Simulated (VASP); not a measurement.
Set up this calculation in VASP 6.6.1, as the native input.

```
Task                   : relaxation of cell and atoms
Functional             : PBE
Potentials or basis    : VASP PAW PBE potentials, release 64 (V_sv, Si, Cu)
Cutoff                 : 600 eV
k mesh                 : 4 × 4 × 4
Occupations            : gaussian, width 0.1 eV
Spin                   : collinear spin, ferromagnetic start
Starting moments       : [1.96, 0.0, 0.0, 0.0, 0.0] μB
Dipole correction      : no
Further INCAR settings : ALGO = Normal; EDIFF = 1e-07; IBRION = 2; EDIFFG = -0.04; NSW = 90; ISIF = 3
```

The structure of VCuSi3 lies in POSCAR:

```
VCuSi3
1.0
    3.9087230676      0.0000000000      0.0000000000
    0.0000000000      3.9087230676      0.0000000000
    0.0000000000      0.0000000000      3.9577045597
V Si Cu
1 3 1
Direct
    0.0000000000      0.0000000000      0.0000000000
    0.5000000000      0.5000000000      0.9750000000
    0.0000000000      0.5000000000      0.4850000000
    0.5000000000      0.0000000000      0.4850000000
    0.5000000000      0.5000000000      0.5150000000
```

The input as run:

INCAR

```
SYSTEM = VCuSi3
ALGO = Normal
EDIFF = 1E-7
EDIFFG = -0.04
ENCUT = 600
GGA = PE
IBRION = 2
ISIF = 3
ISMEAR = 0
ISPIN = 2
LASPH = .True.
LCHARG = .False.
LMAXMIX = 4
LORBIT = 11
LREAL = .False.
LWAVE = .False.
MAGMOM = 1.96 0 0 0 0
NELM = 150
NSW = 90
PREC = Accurate
SIGMA = 0.1
```

KPOINTS

```
k-points
0
Gamma
  4 4 4
  0 0 0
```

Potentials or basis: VASP PAW PBE potentials, release 64 (V_sv, Si, Cu).

The run is started by

```console
$ cat potpaw_PBE.64/V_sv/POTCAR potpaw_PBE.64/Si/POTCAR potpaw_PBE.64/Cu/POTCAR > POTCAR
$ mpirun -np 1 vasp_std > vasp.out
```

It gave:

The relaxed volume is 15.15 Å³/atom. The relaxed cell is a = 3.564 Å, b = 3.564 Å, c = 5.966 Å, α = 90.00°, β = 90.00°, γ = 90.00°. The space group after relaxing (to 0.1 Å) is P4mm (No. 99), the energy gained by relaxing is 1718.3 meV/atom and the ionic steps are 38. The pressure after relaxing is 0.1 GPa, the largest force after relaxing is 0.028 eV/Å and the band gap on the k mesh is zero (filled and empty bands overlap). The net moment is 0.00 μB per cell and the valence electrons inside the program's atomic spheres are V 11.63; Si 1.67, 1.63 (each value once); Cu 10.04.

Caveat: the k points lie up to 0.44 Å⁻¹ apart in the final cell, too coarse for converged energies and pressures of a metal; the volume moved by over 15 % at a fixed basis, so the end points are rough; the moments typed at the start vanished in this run.

Run time: 22 min on 1 thread of Intel(R) Xeon(R) 6975P-C (Granite Rapids), on a shared host, peak memory 0.25 GiB.
